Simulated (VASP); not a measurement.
# CuO (Cc) in VASP: notebook

The runs below take CuO through single point, with r2SCAN.

Program: VASP 6.6.1. These are calculated values, not measurements. Logs are shortened: lines on timing, memory, paths and dates and some standing lists are left out, and cuts for length are marked.

**1. The cell of the first run**

Symmetry: Cc, No. 9, monoclinic system. The conventional cell has a = 4.781 Å, b = 3.494 Å, c = 5.233 Å, α = 90.00°, β = 99.65°, γ = 90.00°. Cu (site symmetry 1) has 4 O at 1.94 to 2.06 Å within 2.6 Å. Within 2.7 Å of O (site symmetry 1) lie 4 Cu at 1.94 to 2.06 Å and 2 O at 2.68 Å.

**2. Single point, r2SCAN**

Contents of POSCAR:

```
CuO
1.0
    2.3906352041     -1.7470046099      0.0000000000
    2.3906352041      1.7470046099      0.0000000000
   -0.8774322550      0.0000000000      5.1586662202
Cu O
2 2
Direct
    0.4968000000      0.0032000000      0.5000000000
    0.0032000000      0.4968000000      0.0000000000
    0.4056000000      0.5714000000      0.7537000000
    0.5714000000      0.4056000000      0.2537000000
```

Contents of INCAR.step1:

```
PREC = Accurate
ENCUT = 520
ISMEAR = -1
SIGMA = 0.05
LREAL = False
LASPH = True
NELM = 80
NBANDS = 25
GGA = PE
ALGO = Normal
EDIFF = 1E-4
LWAVE = True
LCHARG = False
```

Contents of INCAR.step2:

```
PREC = Accurate
ENCUT = 520
EDIFF = 1E-6
ISMEAR = -1
SIGMA = 0.05
LREAL = False
LASPH = True
NELM = 80
ALGO = Normal
ISIF = 2
LWAVE = False
LCHARG = False
METAGGA = R2SCAN
LMIXTAU = True
NBANDS = 25
ISTART = 1
```

Contents of KPOINTS:

```
regular mesh
0
Gamma
  10 10 5
```

Potentials or basis: VASP PAW PBE potentials, release 64 (Cu, O).

Command:

```
$ cat potpaw_PBE.64/Cu/POTCAR potpaw_PBE.64/O/POTCAR > POTCAR
$ cp INCAR.step1 INCAR
$ mpirun -np 1 vasp_std > vasp.out
$ cp INCAR.step2 INCAR
$ mpirun -np 1 vasp_std > vasp.out
```

OUTCAR:

```text
PREC = Accurate
   ENCUT = 520
   EDIFF = 1E-6
   ISMEAR = -1
   LREAL = False
   LASPH = True
   NELM = 80
   ISIF = 2
   METAGGA = R2SCAN
   ISTART = 1

 ion  position               nearest neighbor table
   1  0.497  0.003  0.500-   4 1.94   3 1.97   4 2.02   3 2.06
   2  0.003  0.497  0.000-   3 1.94   4 1.97   3 2.02   4 2.06
   3  0.406  0.571  0.754-   2 1.94   1 1.97   2 2.02   1 2.06
   4  0.571  0.406  0.254-   1 1.94   2 1.97   1 2.02   2 2.06

  LATTYP: Found a base centered monoclinic cell.
 ALAT       =     4.7812704082
 B/A-ratio  =     0.7307700509
 C/A-ratio  =     1.0944277397
 COS(beta)  =    -0.1676807457

  Lattice vectors:

 A1 = (   2.3906352041,  -1.7470046099,   0.0000000000)
 A2 = (   2.3906352041,   1.7470046099,   0.0000000000)
 A3 = (  -0.8774322550,   0.0000000000,   5.1586662202)

Analysis of symmetry for initial positions (statically):
=====================================================================
 Subroutine PRICEL returns:
 Original cell was already a primitive cell.

 Routine SETGRP: Setting up the symmetry group for a
 base centered monoclinic supercell.

 Subroutine GETGRP returns: Found  2 space group operations
 (whereof  1 operations were pure point group operations)
 out of a pool of  4 trial point group operations.

The static configuration has the point symmetry C_1 .
 The point group associated with its full space group is C_1h.

Analysis of symmetry for dynamics (positions and initial velocities):
=====================================================================
 Subroutine PRICEL returns:
 Original cell was already a primitive cell.

 Routine SETGRP: Setting up the symmetry group for a
 base centered monoclinic supercell.

 Subroutine GETGRP returns: Found  2 space group operations
 (whereof  1 operations were pure point group operations)
 out of a pool of  4 trial point group operations.

The dynamic configuration has the point symmetry C_1 .
 The point group associated with its full space group is C_1h.

 Subroutine INISYM returns: Found  2 space group operations
 (whereof  1 operations are pure point group operations),
 and found     1 'primitive' translations

----------------------------------------------------------------------------------------

                                     Primitive cell

  volume of cell :      43.0898

  direct lattice vectors                    reciprocal lattice vectors
     2.390635204 -1.747004610  0.000000000     0.209149434 -0.286204168  0.035574013
     2.390635204  1.747004610  0.000000000     0.209149434  0.286204168  0.035574013
    -0.877432255  0.000000000  5.158666220     0.000000000  0.000000000  0.193848556

  length of vectors
     2.960939342  2.960939342  5.232754966     0.356260890  0.356260890  0.193848556

  position of ions in fractional coordinates (direct lattice)
     0.496800000  0.003200000  0.500000000
     0.003200000  0.496800000  0.000000000
     0.405600000  0.571400000  0.753700000
     0.571400000  0.405600000  0.253700000

  ion indices of the primitive-cell ions
   primitive index   ion index
                 1           1
                 2           2
                 3           3
                 4           4

----------------------------------------------------------------------------------------

 KPOINTS: regular mesh

Automatic generation of k-mesh.
 Grid dimensions read from file:
 generate k-points for:   10   10    5

 Generating k-lattice:

  Cartesian coordinates                     Fractional coordinates (reciprocal lattice)
     0.020914943 -0.028620417  0.003557401     0.100000000  0.000000000 -0.000000000
     0.020914943  0.028620417  0.003557401     0.000000000  0.100000000 -0.000000000
     0.000000000  0.000000000  0.038769711     0.000000000  0.000000000  0.200000000

  Length of vectors
     0.035626089  0.035626089  0.038769711

  Shift w.r.t. Gamma in fractional coordinates (k-lattice)
     0.000000000  0.000000000  0.000000000

 Subroutine IBZKPT returns following result:
 ===========================================

 Found    141 irreducible k-points:

 Following reciprocal coordinates:
            Coordinates               Weight
  0.000000  0.000000  0.000000      1.000000
  0.100000  0.000000  0.000000      4.000000
  0.200000  0.000000  0.000000      4.000000
  0.300000  0.000000  0.000000      4.000000
  0.400000  0.000000  0.000000      4.000000
  0.500000  0.000000 -0.000000      2.000000
[... 16 lines left out ...]
  0.300000  0.300000  0.000000      2.000000
  0.400000  0.300000 -0.000000      4.000000
 [... further k-points ...]
   k-points           NKPTS =    141   k-points in BZ     NKDIM =    141   number of bands    NBANDS=     25
   number of dos      NEDOS =    301   number of ions     NIONS =      4
   total plane-waves  NPLWV =  23040
   dimension x,y,z NGX =    24 NGY =   24 NGZ =   40
   dimension x,y,z NGXF=    48 NGYF=   48 NGZF=   80
   ions per type =               2   2
   NGX,Y,Z   is equivalent  to a cutoff of  13.48, 13.48, 12.71 a.u.
   NGXF,Y,Z  is equivalent  to a cutoff of  26.95, 26.95, 25.42 a.u.
 SYSTEM =  unknown system
   PREC   = accura    normal or accurate (medium, high low for compatibility)
   ISTART =      1    job   : 0-new  1-cont  2-samecut
   ICHARG =      0    charge: 1-file 2-atom 10-const
   ISPIN  =      1    spin polarized calculation?
   LNONCOLLINEAR =      F non collinear calculations
   LSORBIT =      F    spin-orbit coupling
   LASPH  =      T    aspherical Exc in radial PAW
   ENCUT  =  520.0 eV  38.22 Ry    6.18 a.u.   5.51  5.51  9.73*2*pi/ulx,y,z
   NELM   =     80;   NELMIN=  2; NELMDL=  0     # of ELM steps
   EDIFF  = 0.1E-05   stopping-criterion for ELM
   LREAL  =      F    real-space projection
   EDIFFG = 0.1E-04   stopping-criterion for IOM
   NSW    =      0    number of steps for IOM
   IBRION =     -1    ionic relax: 0-MD 1-quasi-New 2-CG
   NFREE  =      0    steps in history (QN), initial steepest desc. (CG)
   ISIF   =      2    stress and relaxation
   ISYM   =      2    0-nonsym 1-usesym 2-fastsym
   POTIM  = 0.5000    time-step for ionic-motion
   TEBEG  =    0.0;   TEEND  =   0.0 temperature during run
   PSTRESS=    0.0 pullay stress
   NELECT =      34.0000    total number of electrons
   NUPDOWN=      -1.0000    fix difference up-down
   EMIN   =  10.00;   EMAX   =-10.00  energy-range for DOS
   EFERMI =   0.00;   METHOD = LEGACY
   ISMEAR =    -1;   SIGMA  =   0.05  broadening in eV -4-tet -1-fermi 0-gaus
   EFERMI_NEDOS =   21; number of points for ismear=-14 and -15
   IALGO  =     38    algorithm
   IMIX   =      4    mixing-type and parameters
     AMIX     =   0.40;   BMIX     =  1.00
     AMIX_MAG =   1.60;   BMIX_MAG =  1.00
  volume/ion in A,a.u.               =      10.77        72.70
  Fermi-wavevector in a.u.,A,eV,Ry     =   1.512782  2.858743 31.137040  2.288508
  Thomas-Fermi vector in A             =   2.622660
   LORBIT       =      0    0 simple, 1 ext, 2 COOP (PROOUT), +10 PAW based schemes
   METAGGA = R2SCAN    functional components
   LHFCALC =     F    Hartree Fock is set to
   AEXX    =    0.0000 exact exchange contribution
   IVDW    =     0    specifies the selected vdW correction
   LEPSILON=     F    determine dielectric tensor
   LRPA    =     F    only Hartree local field effects (RPA)
 non-spin polarized calculation
  energy-cutoff  :      520.00
  volume of cell :       43.09
 maximum number of plane-waves:      1180
 NGX is ok and might be reduce to    24
   NGX = 11   NGY = 11   NGZ = 19

 number of electron      33.9999988 magnetization

 Free energy of the ion-electron system (eV)
  ---------------------------------------------------
  ext. energy  EPLUGINS =         0.00000000
  ---------------------------------------------------
  free energy    TOTEN  =       -36.25566210 eV

  energy without entropy =      -36.23648050  energy(sigma->0) =      -36.24607130

 E-fermi :   4.7098     XC(G=0): -12.2394

 val. band max:        4.7096883185   @ k =   0.3000   0.2000   0.4000
 cond. band min:       4.7121568303   @ k =   0.4000   0.2000   0.4000
 fundamental gap:      0.0024685117
 Fermi energy:         4.7098226109

 k-point     1 :       0.0000    0.0000    0.0000
  band No.  band energies     occupation
      1     -15.7970      2.00000
      2     -14.6765      2.00000
      3      -3.0421      2.00000
      4      -0.5911      2.00000
      5      -0.2553      2.00000
      6       1.4176      2.00000
[... 17 lines left out ...]
     24      21.5193      0.00000
     25      21.8346      0.00000

 k-point     2 :       0.1000    0.0000    0.0000
  band No.  band energies     occupation
      1     -15.7399      2.00000
      2     -14.6571      2.00000
      3      -2.9392      2.00000
      4      -0.6080      2.00000
      5      -0.2785      2.00000
      6       0.7638      2.00000
[... 17 lines left out ...]
     24      20.9128      0.00000
     25      21.8917      0.00000

 k-point     3 :       0.2000    0.0000    0.0000
  band No.  band energies     occupation
      1     -15.5857      2.00000
      2     -14.6061      2.00000
      3      -2.6641      2.00000
      4      -0.6718      2.00000
      5      -0.3815      2.00000
      6      -0.1870      2.00000
[... 17 lines left out ...]
     24      20.1484      0.00000
     25      21.4767      0.00000

 k-point     4 :       0.3000    0.0000    0.0000
  band No.  band energies     occupation
      1     -15.3845      2.00000
      2     -14.5422      2.00000
      3      -2.3182      2.00000
      4      -1.2489      2.00000
      5      -0.7449      2.00000
      6      -0.2750      2.00000
[... 17 lines left out ...]
     24      19.0216      0.00000
     25      21.1093      0.00000
[... 477 lines left out ...]
 k-point    22 :      -0.2000    0.2000    0.0000
  band No.  band energies     occupation
      1     -15.3384      2.00000
      2     -14.5203      2.00000
      3      -2.2271      2.00000
      4      -0.8348      2.00000
      5      -0.7443      2.00000
      6      -0.4594      2.00000
[... 17 lines left out ...]
     24      18.8615      0.00000
     25      19.0144      0.00000

 k-point    23 :       0.3000    0.3000    0.0000
  band No.  band energies     occupation
      1     -15.1283      2.00000
      2     -14.4898      2.00000
      3      -1.7854      2.00000
      4      -1.3526      2.00000
      5      -0.3979      2.00000
      6      -0.3586      2.00000
[... 17 lines left out ...]
     24      19.6562      0.00000
     25      19.9383      0.00000

 k-point    24 :       0.4000    0.3000   -0.0000
  band No.  band energies     occupation
      1     -14.9741      2.00000
      2     -14.4469      2.00000
      3      -1.8051      2.00000
      4      -1.5140      2.00000
      5      -0.6003      2.00000
      6      -0.4146      2.00000
[... 17 lines left out ...]
     24      18.4047      0.00000
     25      19.5468      0.00000

 [... further k-points ...]

------------------------ aborting loop because EDIFF is reached ----------------------------------------

  FORCE on cell =-STRESS in cart. coord.  units (eV):
  Direction    XX          YY          ZZ          XY          YZ          ZX
  --------------------------------------------------------------------------------------
  -------------------------------------------------------------------------------------
  Total       -2.7993070     -1.7194061     -3.3109491      0.0000000      0.0000000      0.0303856
  in kB     -104.0845634    -63.9314059   -123.1085745      0.0000000      0.0000000      1.1298040
  external PRESSURE =     -97.0415146 kB  Pullay stress =       0.0000000 kB

 VOLUME and BASIS-vectors are now :
 -----------------------------------------------------------------------------
  energy-cutoff  :      520.00
  volume of cell :       43.09
      direct lattice vectors                 reciprocal lattice vectors
     2.390635204 -1.747004610  0.000000000     0.209149434 -0.286204168  0.035574013
     2.390635204  1.747004610  0.000000000     0.209149434  0.286204168  0.035574013
    -0.877432255  0.000000000  5.158666220     0.000000000  0.000000000  0.193848556

 POSITION                                       TOTAL-FORCE (eV/Angst)
 -----------------------------------------------------------------------------------
      0.75660     -0.86232      2.57933        -0.500551     -0.264205      0.191585
      1.19532      0.86232      0.00000        -0.500551      0.264205      0.191585
      1.67433      0.28965      3.88809         0.500551     -0.454707     -0.191585
      2.11305     -0.28965      1.30875         0.500551      0.454707     -0.191585
 -----------------------------------------------------------------------------------
    total drift:                                0.001251      0.000000      0.000675

  FREE ENERGIE OF THE ION-ELECTRON SYSTEM (eV)
  ---------------------------------------------------
  free  energy   TOTEN  =       -36.2556621043 eV

  energy  without entropy=      -36.2364804989  energy(sigma->0) =      -36.24607130
```

Wall time 3.6 min (1 thread of Intel Xeon Platinum 8488C (Sapphire Rapids), shared host); peak memory 0.26 GiB.

Results:

* Free energy: -36.2557 eV
* Pressure: -9.7 GPa
* Largest force: 0.703 eV/Å
* Band gap on the k mesh: zero (bands 17 and 18 overlap by 0.59 eV)

Forces on the atoms (eV/Å):
```
Cu  -0.501 -0.264  0.192
Cu  -0.501  0.264  0.192
O    0.501 -0.455 -0.192
O    0.501  0.455 -0.192
```

Stress tensor (GPa, compression positive):
```
-10.41   0.00   0.11
  0.00  -6.39   0.00
  0.11   0.00 -12.31
```

Caveat: the cell stands under tension; the PAW data sets were made with another functional, which shifts forces and pressure a little; semilocal functionals often make such compounds metallic where correlation or magnetic order opens a gap, which also shifts bond lengths.

**3. Single point, r2SCAN**

This run uses another cell than the first one, of 9.55 Å³/atom.

Contents of POSCAR:

```
CuO
1.0
    2.2967865698     -1.6784228387      0.0000000000
    2.2967865698      1.6784228387      0.0000000000
   -0.8429870921      0.0000000000      4.9561536082
Cu O
2 2
Direct
    0.4968000000      0.0032000000      0.5000000000
    0.0032000000      0.4968000000      0.0000000000
    0.4056000000      0.5714000000      0.7537000000
    0.5714000000      0.4056000000      0.2537000000
```

Contents of INCAR.step1:

```
  PREC = Accurate
  ENCUT = 770
  ISMEAR = -1
  SIGMA = 0.05
  LREAL = False
  LASPH = True
  NELM = 120
  NBANDS = 33
  GGA = PE
  ALGO = Normal
  EDIFF = 1E-5
  LWAVE = True
  LCHARG = False
  GGA_COMPAT = False
```

Contents of INCAR.step2:

```
  PREC = Accurate
  ENCUT = 770
  EDIFF = 1E-6
  ISMEAR = -1
  SIGMA = 0.05
  LREAL = False
  LASPH = True
  NELM = 120
  ALGO = Normal
  ISIF = 2
  LWAVE = False
  LCHARG = False
  METAGGA = R2SCAN
  LMIXTAU = True
  NBANDS = 33
  ISTART = 1
  GGA_COMPAT = False
```

Contents of KPOINTS:

```
Automatic mesh
0
Gamma
  10 10 5
```

Potentials or basis: VASP PAW PBE potentials, release 64 (Cu_sv_GW, O).

Command:

```
$ cat potpaw_PBE.64/Cu_sv_GW/POTCAR potpaw_PBE.64/O/POTCAR > POTCAR
$ cp INCAR.step1 INCAR
$ mpirun -np 1 vasp_std > vasp.out
$ cp INCAR.step2 INCAR
$ mpirun -np 1 vasp_std > vasp.out
```

It took 24 min on 1 thread of Intel Xeon Platinum 8259CL at 2.50GHz (Skylake/Cascade Lake), shared host; peak memory 0.43 GiB.

Results (log left out):

```
Free energy            : -36.4967 eV
Pressure               : 9.7 GPa
Largest force          : 0.955 eV/Å
Band gap on the k mesh : zero (bands 25 and 26 overlap by 0.59 eV)
```

Forces on the atoms (eV/Å):
```
Cu  -0.780 -0.451  0.316
Cu  -0.780  0.451  0.316
O    0.780 -0.116 -0.316
O    0.780  0.116 -0.316
```

Stress tensor (GPa, compression positive):
```
 9.68  0.00 -2.97
 0.00  8.33  0.00
-2.97  0.00 10.95
```

Levels at points of the mesh, in eV from the Fermi level:
```csv
k point,band 23,band 24,band 25,band 26,band 27,band 28
"(0.00, 0.00, 0.00)",-2.52,-2.01,0.19,1.00,2.23,6.55
"(0.50, 0.00, 0.00)",-1.82,-1.69,-0.02,0.30,5.24,7.04
"(0.50, 0.50, 0.00)",-1.75,-1.51,-0.82,1.17,3.51,7.74
```

Caveat: the cell stands under pressure; the PAW data sets were made with another functional, which shifts forces and pressure a little; semilocal functionals often make such compounds metallic where correlation or magnetic order opens a gap, which also shifts bond lengths. With open d or f shells a metallic result of r2SCAN can be an artefact of self-interaction; +U or a hybrid may open a gap.
